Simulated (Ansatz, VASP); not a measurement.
## BaF2 in VASP and in Ansatz

```
Ba F
1.0
     0.00000    3.09716    3.09716
     3.09716    0.00000    3.09716
     3.09716    3.09716    0.00000
Ba F
1 2
Direct
  0.00000 0.00000 0.00000
  0.25000 0.25000 0.25000
  0.75000 0.75000 0.75000
```

Alike in both runs: task single point; functional PBE-based screened hybrid with a share of 0.05 of exact exchange and HFSCREEN = 0.2078; k mesh 4 × 4 × 4; no spin polarisation.

|  | VASP | Ansatz |
| --- | --- | --- |
| version | VASP 6.6.1 | Ansatz 0.2.0 |
| potentials or method | VASP PAW PBE potentials, release 64 (Ba_sv, F) | plane waves |
| plane-wave cutoff (eV) | 520 | 420 |
| occupations | gaussian, width 0.01 eV | fixed |
| valence electrons in the cell | 24 | 24 |

|  | VASP | Ansatz | Ansatz less VASP |
| --- | --- | --- | --- |
| gap on the k mesh at the Fermi level (eV) | 7.15 | 7.22 | +0.068 |
| pressure (GPa) | 2.3 | 1.2 | -1.08 |

VASP's potentials were made for PBE, not for PBE-based screened hybrid. Ansatz's warnings: stress exchange threshold loose, stress scf threshold loose.

The k mesh is coarse, so the values compare programs but aren't converged. Spin-orbit coupling is off throughout.
